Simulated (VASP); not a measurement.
# Sn (P6_3/mmc) in VASP: further runs

The runs below take Sn through single point, with revPBE.

Everything below comes from runs of VASP 6.6.1. Logs are shortened: lines on timing, memory, paths and dates and some standing lists are left out, and cuts for length are marked.

## (1) The cell of the first run

It takes space group P6_3/mmc (No. 194, hexagonal). The conventional cell has a = 3.459 Å, b = 3.459 Å, c = 11.421 Å, α = 90.00°, β = 90.00°, γ = 120.00°. Sn (site symmetry -3m) has 12 Sn at 3.46 to 3.48 Å within 4.5 Å. Sn (site symmetry -6m2) has 12 Sn at 3.46 to 3.48 Å within 4.5 Å.

This isn't the form of Sn at room conditions, which is tetragonal (white tin).

## (2) Single point, revPBE (29.59 Å³/atom)

INCAR

```
ALGO = Normal
EDIFF = 1E-6
ENCUT = 520
GGA = RE
ISIF = 2
ISMEAR = -1
LASPH = T
LCHARG = T
LELF = T
LREAL = F
LVHAR = T
LWAVE = F
NBANDS = 36
NELM = 80
PREC = Accurate
SIGMA = 0.1
```

KPOINTS

```
k-points
0
Gamma
  12 12 4
```

POSCAR

```
Sn
1.0
    3.4592177780      0.0000000000      0.0000000000
   -1.7296088890      2.9957704730      0.0000000000
    0.0000000000      0.0000000000     11.4206119282
Sn
4
Direct
    0.0000000000      0.0000000000      0.0000000000
    0.0000000000      0.0000000000      0.5000000000
    0.3333333333      0.6666666667      0.2500000000
    0.6666666667      0.3333333333      0.7500000000
```

Potentials or basis: VASP PAW PBE potentials, release 64 (Sn_d).

On the command line:

```console
$ cat potpaw_PBE.64/Sn_d/POTCAR > POTCAR
$ mpirun -np 1 vasp_std > vasp.out
```

OUTCAR:

```text
EDIFF = 1E-6
   ENCUT = 520
   GGA = RE
   ISIF = 2
   ISMEAR = -1
   LASPH = T
   LREAL = F
   NELM = 80
   PREC = Accurate

 ion  position               nearest neighbor table
   1  0.000  0.000  0.000-   3 3.48   4 3.48   4 3.48   3 3.48   4 3.48   3 3.48
   2  0.000  0.000  0.500-   3 3.48   4 3.48   4 3.48   3 3.48   4 3.48   3 3.48
   3  0.333  0.667  0.250-   1 3.48   2 3.48   1 3.48   2 3.48   1 3.48   2 3.48
   4  0.667  0.333  0.750-   1 3.48   2 3.48   1 3.48   2 3.48   1 3.48   2 3.48

  LATTYP: Found a hexagonal cell.
 ALAT       =     3.4592177780
 C/A-ratio  =     3.3015012818

  Lattice vectors:

 A1 = (   3.4592177780,   0.0000000000,   0.0000000000)
 A2 = (  -1.7296088890,   2.9957704730,   0.0000000000)
 A3 = (   0.0000000000,   0.0000000000,  11.4206119282)

Analysis of symmetry for initial positions (statically):
=====================================================================
 Subroutine PRICEL returns:
 Original cell was already a primitive cell.

 Routine SETGRP: Setting up the symmetry group for a
 hexagonal supercell.

 Subroutine GETGRP returns: Found 24 space group operations
 (whereof 12 operations were pure point group operations)
 out of a pool of 24 trial point group operations.

The static configuration has the point symmetry D_3d.
 The point group associated with its full space group is D_6h.

Analysis of symmetry for dynamics (positions and initial velocities):
=====================================================================
 Subroutine PRICEL returns:
 Original cell was already a primitive cell.

 Routine SETGRP: Setting up the symmetry group for a
 hexagonal supercell.

 Subroutine GETGRP returns: Found 24 space group operations
 (whereof 12 operations were pure point group operations)
 out of a pool of 24 trial point group operations.

The dynamic configuration has the point symmetry D_3d.
 The point group associated with its full space group is D_6h.

 Subroutine INISYM returns: Found 24 space group operations
 (whereof 12 operations are pure point group operations),
 and found     1 'primitive' translations

----------------------------------------------------------------------------------------

                                     Primitive cell

  volume of cell :     118.3521

  direct lattice vectors                    reciprocal lattice vectors
     3.459217778  0.000000000  0.000000000     0.289082696  0.166901972  0.000000000
    -1.729608889  2.995770473  0.000000000     0.000000000  0.333803944  0.000000000
     0.000000000  0.000000000 11.420611928     0.000000000  0.000000000  0.087560982

  length of vectors
     3.459217778  3.459217778 11.420611928     0.333803944  0.333803944  0.087560982

  position of ions in fractional coordinates (direct lattice)
     0.000000000  0.000000000  0.000000000
     0.000000000  0.000000000  0.500000000
     0.333333333  0.666666667  0.250000000
     0.666666667  0.333333333  0.750000000

  ion indices of the primitive-cell ions
   primitive index   ion index
                 1           1
                 2           2
                 3           3
                 4           4

----------------------------------------------------------------------------------------

 KPOINTS: k-points

Automatic generation of k-mesh.
 Grid dimensions read from file:
 generate k-points for:   12   12    4

 Generating k-lattice:

  Cartesian coordinates                     Fractional coordinates (reciprocal lattice)
     0.024090225  0.013908498  0.000000000     0.083333333  0.000000000  0.000000000
     0.000000000  0.027816995  0.000000000     0.000000000  0.083333333  0.000000000
     0.000000000  0.000000000  0.021890246     0.000000000  0.000000000  0.250000000

  Length of vectors
     0.027816995  0.027816995  0.021890246

  Shift w.r.t. Gamma in fractional coordinates (k-lattice)
     0.000000000  0.000000000  0.000000000

 Subroutine IBZKPT returns following result:
 ===========================================

 Found     57 irreducible k-points:

 Following reciprocal coordinates:
            Coordinates               Weight
  0.000000  0.000000  0.000000      1.000000
  0.083333  0.000000  0.000000      6.000000
  0.166667  0.000000  0.000000      6.000000
  0.250000  0.000000  0.000000      6.000000
  0.333333  0.000000  0.000000      6.000000
  0.416667 -0.000000  0.000000      6.000000
[... 16 lines left out ...]
  0.250000  0.000000  0.250000     12.000000
  0.333333  0.000000  0.250000     12.000000
 [... further k-points ...]
   k-points           NKPTS =     57   k-points in BZ     NKDIM =     57   number of bands    NBANDS=     36
   number of dos      NEDOS =    301   number of ions     NIONS =      4
   total plane-waves  NPLWV =  70560
   dimension x,y,z NGX =    28 NGY =   28 NGZ =   90
   dimension x,y,z NGXF=    56 NGYF=   56 NGZF=  180
   ions per type =               4
   NGX,Y,Z   is equivalent  to a cutoff of  13.46, 13.46, 13.10 a.u.
   NGXF,Y,Z  is equivalent  to a cutoff of  26.91, 26.91, 26.20 a.u.
 SYSTEM =  unknown system
   PREC   = accura    normal or accurate (medium, high low for compatibility)
   ISTART =      0    job   : 0-new  1-cont  2-samecut
   ICHARG =      2    charge: 1-file 2-atom 10-const
   ISPIN  =      1    spin polarized calculation?
   LNONCOLLINEAR =      F non collinear calculations
   LSORBIT =      F    spin-orbit coupling
   LASPH  =      T    aspherical Exc in radial PAW
   ENCUT  =  520.0 eV  38.22 Ry    6.18 a.u.   6.43  6.43 21.23*2*pi/ulx,y,z
   NELM   =     80;   NELMIN=  2; NELMDL= -5     # of ELM steps
   EDIFF  = 0.1E-05   stopping-criterion for ELM
   LREAL  =      F    real-space projection
   EDIFFG = 0.1E-04   stopping-criterion for IOM
   NSW    =      0    number of steps for IOM
   IBRION =     -1    ionic relax: 0-MD 1-quasi-New 2-CG
   NFREE  =      0    steps in history (QN), initial steepest desc. (CG)
   ISIF   =      2    stress and relaxation
   ISYM   =      2    0-nonsym 1-usesym 2-fastsym
   POTIM  = 0.5000    time-step for ionic-motion
   TEBEG  =    0.0;   TEEND  =   0.0 temperature during run
   PSTRESS=    0.0 pullay stress
   NELECT =      56.0000    total number of electrons
   NUPDOWN=      -1.0000    fix difference up-down
   EMIN   =  10.00;   EMAX   =-10.00  energy-range for DOS
   EFERMI =   0.00;   METHOD = LEGACY
   ISMEAR =    -1;   SIGMA  =   0.10  broadening in eV -4-tet -1-fermi 0-gaus
   EFERMI_NEDOS =   21; number of points for ismear=-14 and -15
   IALGO  =     38    algorithm
   IMIX   =      4    mixing-type and parameters
     AMIX     =   0.40;   BMIX     =  1.00
     AMIX_MAG =   1.60;   BMIX_MAG =  1.00
  volume/ion in A,a.u.               =      29.59       199.67
  Fermi-wavevector in a.u.,A,eV,Ry     =   1.275691  2.410707 22.141959  1.627388
  Thomas-Fermi vector in A             =   2.408389
   LORBIT       =      0    0 simple, 1 ext, 2 COOP (PROOUT), +10 PAW based schemes
   GGA     = RE    functional components
   LHFCALC =     F    Hartree Fock is set to
   AEXX    =    0.0000 exact exchange contribution
   IVDW    =     0    specifies the selected vdW correction
   LEPSILON=     F    determine dielectric tensor
   LRPA    =     F    only Hartree local field effects (RPA)
 non-spin polarized calculation
  energy-cutoff  :      520.00
  volume of cell :      118.35
 maximum number of plane-waves:      3219
 NGX is ok and might be reduce to    28
   NGX = 13   NGY = 13   NGZ = 43

 number of electron      56.0000021 magnetization

 Free energy of the ion-electron system (eV)
  ---------------------------------------------------
  ext. energy  EPLUGINS =         0.00000000
  ---------------------------------------------------
  free energy    TOTEN  =       -13.91980525 eV

  energy without entropy =      -13.83557309  energy(sigma->0) =      -13.87768917

 E-fermi :   7.2181     XC(G=0):  -9.9144

 val. band max:        7.1845973558   @ k =   0.2500   0.1667   0.0000
 cond. band min:       7.2199461221   @ k =   0.3333   0.1667   0.2500
 fundamental gap:      0.0353487663
 Fermi energy:         7.2180811644

 k-point     1 :       0.0000    0.0000    0.0000
  band No.  band energies     occupation
      1     -14.3580      2.00000
      2     -14.3558      2.00000
      3     -14.3514      2.00000
      4     -14.3514      2.00000
      5     -14.3498      2.00000
      6     -14.3498      2.00000
[... 28 lines left out ...]
     35      14.2847      0.00000
     36      14.2847      0.00000

 k-point     2 :       0.0833    0.0000    0.0000
  band No.  band energies     occupation
      1     -14.3591      2.00000
      2     -14.3549      2.00000
      3     -14.3533      2.00000
      4     -14.3520      2.00000
      5     -14.3470      2.00000
      6     -14.3455      2.00000
[... 28 lines left out ...]
     35      14.0575      0.00000
     36      14.3837      0.00000

 k-point     3 :       0.1667    0.0000    0.0000
  band No.  band energies     occupation
      1     -14.3702      2.00000
      2     -14.3610      2.00000
      3     -14.3589      2.00000
      4     -14.3474      2.00000
      5     -14.3401      2.00000
      6     -14.3393      2.00000
[... 28 lines left out ...]
     35      13.5454      0.00000
     36      14.1544      0.00000
[... 742 lines left out ...]
 k-point    23 :       0.2500    0.0000    0.2500
  band No.  band energies     occupation
      1     -14.3839      2.00000
      2     -14.3756      2.00000
      3     -14.3608      2.00000
      4     -14.3464      2.00000
      5     -14.3406      2.00000
      6     -14.3380      2.00000
[... 28 lines left out ...]
     35      12.5331      0.00000
     36      13.3631      0.00000

 k-point    24 :       0.3333    0.0000    0.2500
  band No.  band energies     occupation
      1     -14.3970      2.00000
      2     -14.3858      2.00000
      3     -14.3672      2.00000
      4     -14.3523      2.00000
      5     -14.3496      2.00000
      6     -14.3438      2.00000
[... 28 lines left out ...]
     35      11.6659      0.00000
     36      12.8152      0.00000

 [... further k-points ...]

------------------------ aborting loop because EDIFF is reached ----------------------------------------

  FORCE on cell =-STRESS in cart. coord.  units (eV):
  Direction    XX          YY          ZZ          XY          YZ          ZX
  --------------------------------------------------------------------------------------
  -------------------------------------------------------------------------------------
  Total       -1.0306262     -1.0306262     -1.1115251      0.0000000      0.0000000      0.0000000
  in kB      -13.9519831    -13.9519831    -15.0471426      0.0000000      0.0000000      0.0000000
  external PRESSURE =     -14.3170363 kB  Pullay stress =       0.0000000 kB

 VOLUME and BASIS-vectors are now :
 -----------------------------------------------------------------------------
  energy-cutoff  :      520.00
  volume of cell :      118.35
      direct lattice vectors                 reciprocal lattice vectors
     3.459217778  0.000000000  0.000000000     0.289082696  0.166901972  0.000000000
    -1.729608889  2.995770473  0.000000000     0.000000000  0.333803944  0.000000000
     0.000000000  0.000000000 11.420611928     0.000000000  0.000000000  0.087560982

 POSITION                                       TOTAL-FORCE (eV/Angst)
 -----------------------------------------------------------------------------------
      0.00000      0.00000      0.00000        -0.000000      0.000000      0.000000
      0.00000      0.00000      5.71031        -0.000000      0.000000      0.000000
     -0.00000      1.99718      2.85515         0.000000      0.000000     -0.000000
      1.72961      0.99859      8.56546        -0.000000      0.000000      0.000000
 -----------------------------------------------------------------------------------
    total drift:                                0.000000     -0.000000      0.000000

  FREE ENERGIE OF THE ION-ELECTRON SYSTEM (eV)
  ---------------------------------------------------
  free  energy   TOTEN  =       -13.9198052466 eV

  energy  without entropy=      -13.8355730937  energy(sigma->0) =      -13.87768917
```

Wall time 2.9 min (1 thread of Intel Xeon Platinum 8488C (Sapphire Rapids), shared host); peak memory 0.35 GiB.

What came out:

| Item | Value |
| --- | --- |
| Free energy | -13.9198 eV |
| Pressure | -1.4 GPa |
| Band gap on the k mesh | zero (bands 28 and 29 overlap by 7.71 eV) |

Caveat: the PAW data sets were made with another functional, which shifts forces and pressure a little; spin-orbit coupling is left out, which moves the levels of the heavy elements.

(Part 1 of 3 ends here.)

The gap in the log of VASP goes by the Fermi energy; the results here count the filled bands.